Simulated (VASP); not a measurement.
# Sn2GeP2 (P-3m1) in VASP: notebook

The runs below take Sn2GeP2 through single point, with PBE.

Everything below comes from runs of VASP 6.6.1. Logs are shortened: lines on timing, memory, paths and dates and some standing lists are left out, and cuts for length are marked.

### 1 The cell of the first run

Symmetry: P-3m1, No. 164, trigonal system. Conventional cell: a = 3.862 Å, b = 3.862 Å, c = 8.899 Å, α = 90.00°, β = 90.00°, γ = 120.00°. Within 3.6 Å of Sn (site symmetry 3m) lie 3 P at 2.69 Å and 3 Sn at 3.57 Å. Ge (site symmetry -3m) has 6 P at 2.71 Å within 3.6 Å. Within 3.5 Å of P (site symmetry 3m) lie 3 Sn at 2.69 Å and 3 Ge at 2.71 Å.

The cell was built from a structure type or drawn by symmetry, and may not be a known phase.

### 2 Single point, PBE

File INCAR:

```
SYSTEM = Sn2GeP2
  PREC = Accurate
  ENCUT = 520
  EDIFF = 1E-6
  ISMEAR = 0
  SIGMA = 0.1
  LREAL = .FALSE.
  LASPH = .TRUE.
  NELM = 100
  ALGO = Normal
  ISIF = 2
  LWAVE = .FALSE.
  LCHARG = .TRUE.
  GGA = PE
  LELF = .TRUE.
  LVHAR = .TRUE.
  NBANDS = 34
```

File KPOINTS:

```
Automatic mesh
0
G
  6 6 2
  0 0 0
```

File POSCAR:

```
Sn2GeP2
1.0
    3.8621367421      0.0000000000      0.0000000000
   -1.9310683710      3.3447085315      0.0000000000
    0.0000000000      0.0000000000      8.8988067114
Sn Ge P
2 1 2
Direct
    0.6666666667      0.3333333333      0.3432935382
    0.3333333333      0.6666666667      0.6567064618
    0.0000000000      0.0000000000      0.0000000000
    0.6666666667      0.3333333333      0.8261285263
    0.3333333333      0.6666666667      0.1738714737
```

Potentials or basis: VASP PAW PBE potentials, release 64 (Sn_d, Ge_d, P).

Run with:

```sh
$ cat potpaw_PBE.64/Sn_d/POTCAR potpaw_PBE.64/Ge_d/POTCAR potpaw_PBE.64/P/POTCAR > POTCAR
$ mpirun -np 1 vasp_std > vasp.out
```

OUTCAR:

```text
SYSTEM = Sn2GeP2
   PREC = Accurate
   ENCUT = 520
   EDIFF = 1E-6
   ISMEAR = 0
   LREAL = .FALSE.
   LASPH = .TRUE.
   NELM = 100
   ISIF = 2
   GGA = PE

 ion  position               nearest neighbor table
   1  0.667  0.333  0.343-   5 2.69   5 2.69   5 2.69   2 3.57   2 3.57   2 3.57
   2  0.333  0.667  0.657-   4 2.69   4 2.69   4 2.69   1 3.57   1 3.57   1 3.57
   3  0.000  0.000  0.000-   4 2.71   5 2.71   5 2.71   4 2.71   4 2.71   5 2.71
   4  0.667  0.333  0.826-   2 2.69   2 2.69   2 2.69   3 2.71   3 2.71   3 2.71
   5  0.333  0.667  0.174-   1 2.69   1 2.69   1 2.69   3 2.71   3 2.71   3 2.71

  LATTYP: Found a hexagonal cell.
 ALAT       =     3.8621367421
 C/A-ratio  =     2.3041148736

  Lattice vectors:

 A1 = (   3.8621367421,   0.0000000000,   0.0000000000)
 A2 = (  -1.9310683710,   3.3447085315,   0.0000000000)
 A3 = (   0.0000000000,   0.0000000000,   8.8988067114)

Analysis of symmetry for initial positions (statically):
=====================================================================
 Subroutine PRICEL returns:
 Original cell was already a primitive cell.

 Routine SETGRP: Setting up the symmetry group for a
 hexagonal supercell.

 Subroutine GETGRP returns: Found 12 space group operations
 (whereof 12 operations were pure point group operations)
 out of a pool of 24 trial point group operations.

The static configuration has the point symmetry D_3d.

Analysis of symmetry for dynamics (positions and initial velocities):
=====================================================================
 Subroutine PRICEL returns:
 Original cell was already a primitive cell.

 Routine SETGRP: Setting up the symmetry group for a
 hexagonal supercell.

 Subroutine GETGRP returns: Found 12 space group operations
 (whereof 12 operations were pure point group operations)
 out of a pool of 24 trial point group operations.

The dynamic configuration has the point symmetry D_3d.

 Subroutine INISYM returns: Found 12 space group operations
 (whereof 12 operations are pure point group operations),
 and found     1 'primitive' translations

----------------------------------------------------------------------------------------

                                     Primitive cell

  volume of cell :     114.9523

  direct lattice vectors                    reciprocal lattice vectors
     3.862136742  0.000000000  0.000000000     0.258924027  0.149489857  0.000000000
    -1.931068371  3.344708531  0.000000000     0.000000000  0.298979714  0.000000000
     0.000000000  0.000000000  8.898806711     0.000000000  0.000000000  0.112374617

  length of vectors
     3.862136742  3.862136742  8.898806711     0.298979714  0.298979714  0.112374617

  position of ions in fractional coordinates (direct lattice)
     0.666666667  0.333333333  0.343293538
     0.333333333  0.666666667  0.656706462
     0.000000000  0.000000000  0.000000000
     0.666666667  0.333333333  0.826128526
     0.333333333  0.666666667  0.173871474

  ion indices of the primitive-cell ions
   primitive index   ion index
                 1           1
                 2           2
                 3           3
                 4           4
                 5           5

----------------------------------------------------------------------------------------

 KPOINTS: Automatic mesh

Automatic generation of k-mesh.
 Grid dimensions read from file:
 generate k-points for:    6    6    2

 Generating k-lattice:

  Cartesian coordinates                     Fractional coordinates (reciprocal lattice)
     0.043154005  0.024914976  0.000000000     0.166666667 -0.000000000  0.000000000
     0.000000000  0.049829952  0.000000000     0.000000000  0.166666667  0.000000000
     0.000000000  0.000000000  0.056187309     0.000000000  0.000000000  0.500000000

  Length of vectors
     0.049829952  0.049829952  0.056187309

  Shift w.r.t. Gamma in fractional coordinates (k-lattice)
     0.000000000  0.000000000  0.000000000

 Subroutine IBZKPT returns following result:
 ===========================================

 Found     14 irreducible k-points:

 Following reciprocal coordinates:
            Coordinates               Weight
  0.000000  0.000000  0.000000      1.000000
  0.166667  0.000000  0.000000      6.000000
  0.333333  0.000000  0.000000      6.000000
  0.500000  0.000000  0.000000      3.000000
  0.166667  0.166667  0.000000      6.000000
  0.333333  0.166667  0.000000     12.000000
  0.333333  0.333333  0.000000      2.000000
  0.000000  0.000000  0.500000      1.000000
  0.166667  0.000000  0.500000      6.000000
  0.333333  0.000000  0.500000      6.000000
  0.500000  0.000000  0.500000      3.000000
  0.166667  0.166667  0.500000      6.000000
  0.333333  0.166667  0.500000     12.000000
  0.333333  0.333333  0.500000      2.000000
   k-points           NKPTS =     14   k-points in BZ     NKDIM =     14   number of bands    NBANDS=     34
   number of dos      NEDOS =    301   number of ions     NIONS =      5
   total plane-waves  NPLWV =  63000
   dimension x,y,z NGX =    30 NGY =   30 NGZ =   70
   dimension x,y,z NGXF=    60 NGYF=   60 NGZF=  140
   ions per type =               2   1   2
   NGX,Y,Z   is equivalent  to a cutoff of  12.91, 12.91, 13.08 a.u.
   NGXF,Y,Z  is equivalent  to a cutoff of  25.83, 25.83, 26.15 a.u.
 SYSTEM =  Sn2GeP2
   PREC   = accura    normal or accurate (medium, high low for compatibility)
   ISTART =      0    job   : 0-new  1-cont  2-samecut
   ICHARG =      2    charge: 1-file 2-atom 10-const
   ISPIN  =      1    spin polarized calculation?
   LNONCOLLINEAR =      F non collinear calculations
   LSORBIT =      F    spin-orbit coupling
   LASPH  =      T    aspherical Exc in radial PAW
   ENCUT  =  520.0 eV  38.22 Ry    6.18 a.u.   7.18  7.18 16.55*2*pi/ulx,y,z
   NELM   =    100;   NELMIN=  2; NELMDL= -5     # of ELM steps
   EDIFF  = 0.1E-05   stopping-criterion for ELM
   LREAL  =      F    real-space projection
   EDIFFG = 0.1E-04   stopping-criterion for IOM
   NSW    =      0    number of steps for IOM
   IBRION =     -1    ionic relax: 0-MD 1-quasi-New 2-CG
   NFREE  =      0    steps in history (QN), initial steepest desc. (CG)
   ISIF   =      2    stress and relaxation
   ISYM   =      2    0-nonsym 1-usesym 2-fastsym
   POTIM  = 0.5000    time-step for ionic-motion
[... 46 lines left out ...]

 k-point     1 :       0.0000    0.0000    0.0000
  band No.  band energies     occupation
      1     -17.9719      2.00000
      2     -17.9719      2.00000
      3     -17.9660      2.00000
      4     -17.9621      2.00000
      5     -17.9621      2.00000
      6     -14.6628      2.00000
[... 26 lines left out ...]
     33      12.0604      0.00000
     34      12.1654      0.00000

 k-point     2 :       0.1667    0.0000    0.0000
  band No.  band energies     occupation
      1     -17.9733      2.00000
      2     -17.9712      2.00000
      3     -17.9650      2.00000
      4     -17.9624      2.00000
      5     -17.9611      2.00000
      6     -14.6669      2.00000
[... 26 lines left out ...]
     33      11.5036      0.00000
     34      12.1498      0.00000

 k-point     3 :       0.3333    0.0000    0.0000
  band No.  band energies     occupation
      1     -17.9762      2.00000
      2     -17.9706      2.00000
      3     -17.9649      2.00000
      4     -17.9609      2.00000
      5     -17.9582      2.00000
      6     -14.6774      2.00000
[... 26 lines left out ...]
     33      11.8702      0.00000
     34      12.3636      0.00000

 k-point     4 :       0.5000    0.0000    0.0000
  band No.  band energies     occupation
      1     -17.9777      2.00000
      2     -17.9705      2.00000
      3     -17.9654      2.00000
      4     -17.9596      2.00000
      5     -17.9565      2.00000
      6     -14.6833      2.00000
[... 26 lines left out ...]
     33      12.2793      0.00000
     34      12.8830      0.00000

 k-point     5 :       0.1667    0.1667    0.0000
  band No.  band energies     occupation
      1     -17.9748      2.00000
      2     -17.9712      2.00000
      3     -17.9636      2.00000
      4     -17.9628      2.00000
      5     -17.9589      2.00000
      6     -14.6683      2.00000
[... 26 lines left out ...]
     33      11.4268      0.00000
     34      11.9764      0.00000

 k-point     6 :       0.3333    0.1667    0.0000
  band No.  band energies     occupation
      1     -17.9762      2.00000
      2     -17.9716      2.00000
      3     -17.9638      2.00000
      4     -17.9606      2.00000
      5     -17.9576      2.00000
      6     -14.6727      2.00000
[... 26 lines left out ...]
     33      11.2966      0.00000
     34      12.7698      0.00000

 k-point     7 :       0.3333    0.3333    0.0000
  band No.  band energies     occupation
      1     -17.9741      2.00000
      2     -17.9741      2.00000
      3     -17.9611      2.00000
      4     -17.9599      2.00000
      5     -17.9599      2.00000
      6     -14.6591      2.00000
[... 26 lines left out ...]
     33      12.4161      0.00000
     34      13.3221      0.00000

 k-point     8 :       0.0000    0.0000    0.5000
  band No.  band energies     occupation
      1     -17.9719      2.00000
      2     -17.9719      2.00000
      3     -17.9660      2.00000
      4     -17.9621      2.00000
      5     -17.9621      2.00000
      6     -14.6627      2.00000
[... 26 lines left out ...]
     33      11.5044      0.00000
     34      11.7871      0.00000

 k-point     9 :       0.1667    0.0000    0.5000
  band No.  band energies     occupation
      1     -17.9733      2.00000
      2     -17.9712      2.00000
      3     -17.9650      2.00000
      4     -17.9624      2.00000
      5     -17.9611      2.00000
      6     -14.6669      2.00000
[... 26 lines left out ...]
     33      11.5189      0.00000
     34      11.7064      0.00000

 k-point    10 :       0.3333    0.0000    0.5000
  band No.  band energies     occupation
      1     -17.9762      2.00000
      2     -17.9706      2.00000
      3     -17.9649      2.00000
      4     -17.9609      2.00000
      5     -17.9582      2.00000
      6     -14.6774      2.00000
[... 26 lines left out ...]
     33      11.4861      0.00000
     34      12.6510      0.00000

 k-point    11 :       0.5000    0.0000    0.5000
  band No.  band energies     occupation
      1     -17.9777      2.00000
      2     -17.9705      2.00000
      3     -17.9654      2.00000
      4     -17.9596      2.00000
      5     -17.9565      2.00000
      6     -14.6833      2.00000
[... 26 lines left out ...]
     33      11.5979      0.00000
     34      12.3970      0.00000

 k-point    12 :       0.1667    0.1667    0.5000
  band No.  band energies     occupation
      1     -17.9748      2.00000
      2     -17.9712      2.00000
      3     -17.9636      2.00000
      4     -17.9628      2.00000
      5     -17.9589      2.00000
      6     -14.6682      2.00000
[... 26 lines left out ...]
     33      12.0340      0.00000
     34      12.0706      0.00000

 k-point    13 :       0.3333    0.1667    0.5000
  band No.  band energies     occupation
      1     -17.9762      2.00000
      2     -17.9716      2.00000
      3     -17.9638      2.00000
      4     -17.9606      2.00000
      5     -17.9576      2.00000
      6     -14.6727      2.00000
[... 26 lines left out ...]
     33      12.1262      0.00000
     34      12.6190      0.00000

 k-point    14 :       0.3333    0.3333    0.5000
  band No.  band energies     occupation
      1     -17.9741      2.00000
      2     -17.9741      2.00000
      3     -17.9611      2.00000
      4     -17.9599      2.00000
      5     -17.9599      2.00000
      6     -14.6591      2.00000
[... 26 lines left out ...]
     33      11.4125      0.00000
     34      13.4463      0.00000

------------------------ aborting loop because EDIFF is reached ----------------------------------------

  FORCE on cell =-STRESS in cart. coord.  units (eV):
  Direction    XX          YY          ZZ          XY          YZ          ZX
  --------------------------------------------------------------------------------------
  -------------------------------------------------------------------------------------
  Total       -0.0435566     -0.0435566     -0.1995167     -0.0000000      0.0000000      0.0000000
  in kB       -0.6070812     -0.6070812     -2.7808148     -0.0000000      0.0000000      0.0000000
  external PRESSURE =      -1.3316590 kB  Pullay stress =       0.0000000 kB

 VOLUME and BASIS-vectors are now :
 -----------------------------------------------------------------------------
  energy-cutoff  :      520.00
  volume of cell :      114.95
      direct lattice vectors                 reciprocal lattice vectors
     3.862136742  0.000000000  0.000000000     0.258924027  0.149489857  0.000000000
    -1.931068371  3.344708531  0.000000000     0.000000000  0.298979714  0.000000000
     0.000000000  0.000000000  8.898806711     0.000000000  0.000000000  0.112374617

 POSITION                                       TOTAL-FORCE (eV/Angst)
 -----------------------------------------------------------------------------------
      1.93107      1.11490      3.05490        -0.000000      0.000000      0.002069
     -0.00000      2.22981      5.84390         0.000000      0.000000     -0.002069
      0.00000      0.00000      0.00000        -0.000000      0.000000      0.000000
      1.93107      1.11490      7.35156        -0.000000      0.000000     -0.008900
     -0.00000      2.22981      1.54725         0.000000      0.000000      0.008900
 -----------------------------------------------------------------------------------
    total drift:                               -0.000000      0.000000      0.000000

  FREE ENERGIE OF THE ION-ELECTRON SYSTEM (eV)
  ---------------------------------------------------
  free  energy   TOTEN  =       -22.7986997875 eV

  energy  without entropy=      -22.7915596785  energy(sigma->0) =      -22.79512973
```

It took 39 s on 1 thread of Intel Xeon Platinum 8559C (Emerald Rapids), shared host; peak memory 0.25 GiB.

What came out:

```
Free energy            : -22.7987 eV
Pressure               : -0.1 GPa
Largest force          : 0.009 eV/Å
Band gap on the k mesh : zero (bands 26 and 27 overlap by 1.70 eV)
```

Forces in eV/Å, atoms in the order of the input:
```
Sn   0.000  0.000  0.002
Sn   0.000  0.000 -0.002
Ge   0.000  0.000  0.000
P    0.000  0.000 -0.009
P    0.000  0.000  0.009
```

Caveat: spin-orbit coupling is left out, which moves the levels of the heavy elements.

### 3 Single point, PBE

This run uses another cell than the first one, of 26.57 Å³/atom.

File INCAR:

```
  ALGO = Normal
  EDIFF = 1E-6
  ENCUT = 520
  GGA = PE
  ISIF = 2
  ISMEAR = 0
  LASPH = T
  LCHARG = F
  LREAL = F
  LWAVE = F
  NBANDS = 34
  NELM = 60
  PREC = Accurate
  SIGMA = 0.1
```

File KPOINTS:

```
k-points
0
Gamma
  6 6 2
```

File POSCAR:

```
Sn2GeP2
1.0
    4.4948987200      0.0000000000      0.0000000000
   -2.2474493600      3.8926964800      0.0000000000
    0.0000000000      0.0000000000      7.5926852500
Sn Ge P
2 1 2
Direct
    0.6666666700      0.3333333300      0.3703289900
    0.3333333300      0.6666666700      0.6296710100
    0.0000000000      0.0000000000      0.0000000000
    0.6666666700      0.3333333300      0.7460269900
    0.3333333300      0.6666666700      0.2539730100
```

Potentials or basis: VASP PAW PBE potentials, release 64 (Sn_d, Ge_d, P).

Run with:

```sh
$ cat potpaw_PBE.64/Sn_d/POTCAR potpaw_PBE.64/Ge_d/POTCAR potpaw_PBE.64/P/POTCAR > POTCAR
$ mpirun -np 1 vasp_std > vasp.out
```

Wall time 33 s (1 thread of Intel Xeon Platinum 8559C (Emerald Rapids), shared host); peak memory 0.27 GiB.

It converged, with:

```yaml
Free_energy: -20.7602 eV
Pressure: -0.5 GPa
Largest_force: 0.849 eV/Å
Band_gap_on_the_k_mesh: zero (bands 26 and 27 overlap by 0.90 eV)
```

Forces on the atoms (eV/Å):
```
Sn   0.000  0.000 -0.849
Sn   0.000  0.000  0.849
Ge   0.000  0.000  0.000
P    0.000  0.000  0.762
P    0.000  0.000 -0.762
```

Stress tensor (GPa, compression positive):
```
 0.35  0.00  0.00
 0.00  0.35  0.00
 0.00  0.00 -2.05
```

Levels at points of the mesh, in eV from the Fermi level:
| k point | band 24 | band 25 | band 26 | band 27 | band 28 | band 29 |
| --- | --- | --- | --- | --- | --- | --- |
| (0.00, 0.00, 0.00) | -1.83 | -1.83 | -0.77 | 0.46 | 0.46 | 1.19 |
| (0.50, 0.00, 0.00) | -2.42 | -1.25 | -0.92 | 0.36 | 1.28 | 1.33 |
| (0.00, 0.00, 0.50) | -1.82 | -1.81 | -1.17 | 0.17 | 0.17 | 1.65 |
| (0.50, 0.00, 0.50) | -2.97 | -2.04 | -0.94 | 1.10 | 1.25 | 1.38 |

Caveat: the k points lie up to 0.41 Å⁻¹ apart, too coarse for converged energies and pressures of a metal; spin-orbit coupling is left out, which moves the levels of the heavy elements.

### 4 Single point, PBE

This run uses another cell than the first one, of 22.59 Å³/atom.

INCAR, as its differences from that of step 3:

```diff
@@ -11,3 +11,3 @@
   NBANDS = 34
-  NELM = 60
+  NELM = 100
   PREC = Accurate
```

File KPOINTS:

```
k-points
0
Gamma
  12 12 4
```

File POSCAR:

```
Sn2GeP2
1.0
    3.8583090257      0.0000000000      0.0000000000
   -1.9291545128      3.3413936319      0.0000000000
    0.0000000000      0.0000000000      8.7603333562
Sn Ge P
2 1 2
Direct
    0.6666666667      0.3333333333      0.3489371173
    0.3333333333      0.6666666667      0.6510628827
    0.0000000000      0.0000000000      0.0000000000
    0.6666666667      0.3333333333      0.8281810928
    0.3333333333      0.6666666667      0.1718189072
```

Run with:

```sh
$ cat potpaw_PBE.64/Sn_d/POTCAR potpaw_PBE.64/Ge_d/POTCAR potpaw_PBE.64/P/POTCAR > POTCAR
$ mpirun -np 1 vasp_std > vasp.out
```

Run time: 2.5 min. Hardware: 1 thread of Intel Xeon Platinum 8559C (Emerald Rapids), shared host; peak memory 0.39 GiB.

It converged, with:

```yaml
Free_energy: -22.7004 eV
Pressure: -0.1 GPa
Largest_force: 0.004 eV/Å
Band_gap_on_the_k_mesh: zero (bands 26 and 27 overlap by 1.90 eV)
```

Forces on the atoms (eV/Å):
```
Sn   0.000  0.000  0.004
Sn   0.000  0.000 -0.004
Ge   0.000  0.000  0.000
P    0.000  0.000 -0.003
P    0.000  0.000  0.003
```

Levels at points of the mesh, in eV from the Fermi level:
```tsv
k point	band 23	band 24	band 25	band 26	band 27	band 28	band 29	band 30
(0.00, 0.00, 0.00)	-1.18	-1.18	-0.12	0.45	1.52	1.52	2.19	2.79
(0.50, 0.00, 0.00)	-3.16	-2.33	-1.96	-0.87	-0.21	0.85	1.13	1.70
(0.00, 0.00, 0.50)	-1.38	-1.11	-1.11	0.96	1.27	1.27	1.54	3.51
(0.50, 0.00, 0.50)	-3.32	-3.06	-2.20	-1.04	-0.34	1.81	2.49	2.65
```

Caveat: spin-orbit coupling is left out, which moves the levels of the heavy elements.

### 5 Overview

```tsv
cell	k mesh	gap on the mesh (eV)	pressure (GPa)	largest force (eV/Å)
a = 3.862, b = 3.862, c = 8.899 Å, angles 90.0, 90.0, 120.0°, 5 atoms, atomic positions A	6 × 6 × 2	none	-0.1	0.01
a = 4.495, b = 4.495, c = 7.593 Å, angles 90.0, 90.0, 120.0°, 5 atoms, atomic positions B	6 × 6 × 2	none	-0.5	0.85
a = 3.858, b = 3.858, c = 8.760 Å, angles 90.0, 90.0, 120.0°, 5 atoms, atomic positions C	12 × 12 × 4	none	-0.1	-
```

Alike in all rows: task single point; level PBE; potentials or basis VASP PAW PBE potentials, release 64 (Sn_d, Ge_d, P); no spin polarisation; cutoff (eV) 520; smearing gaussian 0.1 eV.

Caveats: some runs use coarse meshes; spin-orbit coupling is left out, which moves the levels of the heavy elements.

Total energies depend on the potentials used, so only differences within one code and one set of settings carry meaning.
